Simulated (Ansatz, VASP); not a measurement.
# One calculation of CuI, two programs

Contents of POSCAR:

```
CuI
1.0
    0.0000000000      2.9367028916      3.2303731808
    2.9367028916      0.0000000000      3.2303731808
    2.9367028916      2.9367028916      0.0000000000
Cu I
1 1
Direct
    0.7500000000      0.7500000000      0.7500000000
    0.0000000000      0.0000000000      0.0000000000
```

INCAR.step1

```
SYSTEM = CuI
PREC     = Accurate       ! precision mode
ENCUT    = 520            ! plane-wave cutoff, eV
ISMEAR   = 0              ! smearing method
SIGMA    = 0.05           ! smearing width, eV
LREAL    = .FALSE.        ! projectors in reciprocal space
LASPH    = .TRUE.         ! aspherical terms in the spheres
NELM     = 100            ! most SCF steps
NBANDS   = 16             ! bands
GGA      = PE             ! functional
ALGO     = Normal         ! electronic algorithm
EDIFF    = 1E-4           ! SCF threshold, eV
LWAVE    = .TRUE.         ! write WAVECAR
LCHARG   = .FALSE.        ! write CHGCAR
```

Contents of INCAR.step2:

```
SYSTEM = CuI
PREC     = Accurate       ! precision mode
ENCUT    = 520            ! plane-wave cutoff, eV
EDIFF    = 1E-6           ! SCF threshold, eV
ISMEAR   = 0              ! smearing method
SIGMA    = 0.05           ! smearing width, eV
LREAL    = .FALSE.        ! projectors in reciprocal space
LASPH    = .TRUE.         ! aspherical terms in the spheres
NELM     = 100            ! most SCF steps
ALGO     = Normal         ! electronic algorithm
ISIF     = 2              ! what is computed and relaxed
LWAVE    = .FALSE.        ! write WAVECAR
LCHARG   = .FALSE.        ! write CHGCAR
METAGGA  = R2SCAN         ! meta-GGA
LMIXTAU  = .TRUE.       
NBANDS   = 16             ! bands
ISTART   = 1
```

The input KPOINTS:

```
Automatic mesh
0
G
  8 8 8
  0 0 0
```

Input for Ansatz:

```yaml
crystal:
  lattice:
    - [0.0, 2.9367028916, 3.2303731808]
    - [2.9367028916, 0.0, 3.2303731808]
    - [2.9367028916, 2.9367028916, 0.0]
  atoms:
    - { symbol: Cu, position: [0.75, 0.75, 0.75] }
    - { symbol: I, position: [0.0, 0.0, 0.0] }
basis:
  ecutwfc: 500
kpoints:
  mp_grid: { grid: [8, 8, 8] }
hamiltonian:
  xc: r2scan
scf:
  occupations: { method: gaussian, width: 0.05 }
output:
  forces: true
  stress: true
  eigenvalues: true
```

Alike in both runs: task single point; functional r2SCAN; k mesh 8 × 8 × 8; occupations gaussian, width 0.05 eV; no spin polarisation.

|  | VASP | Ansatz |
| --- | --- | --- |
| version | VASP 6.6.1 | Ansatz 0.2.0 |
| potentials or method | VASP PAW PBE potentials, release 64 (Cu, I), cutoff 520 eV | scalar-relativistic, plane waves, PAW |
| valence electrons in the cell | 18 | 36 |

Ansatz gave:

* gap on the k mesh at the Fermi level (eV): 1.54
* least direct gap on the mesh (eV): 1.54
* pressure (GPa): -0.9
* traceless stress, the component that is largest in VASP (GPa): -1.36

Question: What did VASP give for the same quantities?

Answer: gap on the k mesh at the Fermi level (eV): 1.55; least direct gap on the mesh (eV): 1.55; pressure (GPa): -0.9; traceless stress, the component that is largest in VASP (GPa): -1.35.

VASP's potentials were made for PBE, not for r2SCAN. VASP's potentials hold 18 valence electrons a cell and Ansatz's 36, so a difference there can come from the potentials and not from the codes.

Neither program's run includes spin-orbit coupling.
